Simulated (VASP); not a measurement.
SiSn4: relaxation of cell and atoms with PBE

The system is SiSn4.

```
Si Sn
1.0
     3.50915    2.02601    3.53603
    -3.50915    2.02601    3.53603
     0.00000   -4.05202    3.53603
Si Sn
1 4
Direct
  0.50000 0.50000 0.50000
  0.00000 0.00000 0.50000
  0.50000 0.00000 0.00000
  0.00000 0.50000 0.00000
  0.00000 0.00000 0.00000
```

| Property | Result |
| --- | --- |
| Program | VASP 6.6.1 |
| Task | relaxation of cell and atoms |
| Functional | PBE |
| Potentials or basis | VASP PAW PBE potentials, release 64 (Si, Sn_d) |
| Cutoff | 600 eV |
| k mesh | 3 × 3 × 3 |
| Occupations | gaussian, width 0.1 eV |
| Spin | no spin polarisation |
| Dipole correction | no |
| Further INCAR settings | ALGO = Normal; EDIFF = 1e-06; IBRION = 2; EDIFFG = -0.04; NSW = 90; ISIF = 3 |

```json
{
  "Relaxed volume": "35.02 Å³/atom",
  "Relaxed cell": "a = 6.430 Å, b = 6.430 Å, c = 6.430 Å, α = 57.02°, β = 57.02°, γ = 57.02°",
  "Space group after relaxing (to 0.05 Å)": "R-3m (No. 166)",
  "Energy gained by relaxing": "634.2 meV/atom",
  "Ionic steps": "14",
  "Pressure after relaxing": "0.0 GPa",
  "Band gap on the k mesh": "zero (band 30 reaches 4.68 eV, above the bottom of band 31 at 3.70 eV)"
}
```

The path:
```tsv
step	energy change (eV)	largest force (eV/Å)	pressure (GPa)	volume (Å³)
1	0.0000	0.0000	7.35	150.84
2	-0.8031	0.0000	-1.18	182.83
3	-0.8029	0.0000	-1.59	185.70
4	-1.2605	0.0000	-1.82	184.17
5	-2.8402	0.0000	-1.19	174.84
6	3.1495	0.0000	29.54	139.81
7	-3.0171	0.0000	-0.36	172.10
8	-3.0805	0.0000	2.61	164.68
9	-3.1350	0.0000	1.23	167.64
10	-3.1331	0.0000	1.50	167.02
11	-3.1306	0.0000	-0.58	181.30
12	-3.1665	0.0000	0.36	173.92
13	-3.1680	0.0000	-0.28	176.04
14	-3.1709	0.0000	-0.02	175.08
```

Final structure:
```
CELL_PARAMETERS angstrom
3.06929 1.77205 5.36506
-3.06929 1.77205 5.36506
0.00000 -3.54411 5.36506
ATOMIC_POSITIONS crystal
Si 0.50000 0.50000 0.50000
Sn 0.00000 0.00000 0.50000
Sn 0.50000 0.00000 0.00000
Sn 0.00000 0.50000 0.00000
Sn 0.00000 0.00000 0.00000
```

Levels at points of the mesh, in eV from the Fermi level:
```csv
k point,band 26,band 27,band 28,band 29,band 30,band 31,band 32,band 33,band 34,band 35
"(0.00, 0.00, 0.00)",-4.52,-3.64,-3.64,-2.58,-0.71,-0.71,0.84,2.95,3.99,3.99
```

Wall time 11 min on 1 thread of Intel(R) Xeon(R) Platinum 8488C (Sapphire Rapids), with other jobs on the host, peak memory 0.33 GiB.

Caveat: the k points lie up to 0.41 Å⁻¹ apart in the final cell; the volume moved by over 15 % at a fixed basis, so the end points are rough; spin-orbit coupling is left out, which moves the levels of the heavy elements.
